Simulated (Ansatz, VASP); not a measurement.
# MnO in VASP and in Ansatz

INCAR

```
SYSTEM = MnO
PREC     = Accurate       ! precision mode
ENCUT    = 520            ! plane-wave cutoff, eV
EDIFF    = 1E-6           ! SCF threshold, eV
ISMEAR   = -1             ! smearing method
SIGMA    = 0.05           ! smearing width, eV
LREAL    = .FALSE.        ! projectors in reciprocal space
LASPH    = .TRUE.         ! aspherical terms in the spheres
NELM     = 80             ! most SCF steps
ALGO     = Normal         ! electronic algorithm
ISIF     = 2              ! what is computed and relaxed
LWAVE    = .FALSE.        ! write WAVECAR
LCHARG   = .FALSE.        ! write CHGCAR
GGA      = PE             ! functional
NBANDS   = 27             ! bands
```

The input KPOINTS:

```
Automatic mesh
0
G
  9 9 5
  0 0 0
```

POSCAR

```
MnO
1.0
    3.3717000000      0.0000000000      0.0000000000
   -1.6858500000      2.9199778500      0.0000000000
    0.0000000000      0.0000000000      5.3855000000
Mn O
2 2
Direct
    0.3333333300      0.6666666700      0.0109600000
    0.6666666700      0.3333333300      0.5109600000
    0.3333333300      0.6666666700      0.3754700000
    0.6666666700      0.3333333300      0.8754700000
```

Input for Ansatz:

```yaml
crystal:
  lattice:
    - [3.3717, 0.0, 0.0]
    - [-1.68585, 2.91997785, 0.0]
    - [0.0, 0.0, 5.3855]
  atoms:
    - { symbol: Mn, position: [0.33333333, 0.66666667, 0.01096] }
    - { symbol: Mn, position: [0.66666667, 0.33333333, 0.51096] }
    - { symbol: O, position: [0.33333333, 0.66666667, 0.37547] }
    - { symbol: O, position: [0.66666667, 0.33333333, 0.87547] }
  symmetry: { tolerance: 0.0003 }
hamiltonian:
  xc: pbe
  pseudopotentials: { kind: paw, azcp: { folder: soft_1 } }
basis:
  ecutwfc: 420
magnetization:
  spin_polarized: false
scf:
  occupations: { method: fermi_dirac, width: 0.05 }
kpoints:
  mp_grid: { grid: [9, 9, 5], shift: [0, 0, 0] }
output:
  forces: true
  stress: true
  eigenvalues: true
```

Alike in both runs: task single point; functional PBE; k mesh 9 × 9 × 5; occupations fermi-dirac, width 0.05 eV; no spin polarisation.

|  | VASP | Ansatz |
| --- | --- | --- |
| version | VASP 6.6.1 | Ansatz 0.2.0 |
| potentials or method | VASP PAW PBE potentials, release 64 (Mn_pv, O), cutoff 520 eV | PAW plane waves |
| valence electrons in the cell | 38 | 42 |

```tsv
	VASP	Ansatz	Ansatz less VASP
rms of the force components (eV/Å)	0.193	0.177	-0.0154
```

Atom by atom the forces differ by 0.015 eV/Å (rms over components). The functional is the same, so the differences come from potentials, cutoffs and numerics. VASP's potentials hold 38 valence electrons a cell and Ansatz's 42, so a difference there can come from the potentials and not from the codes.
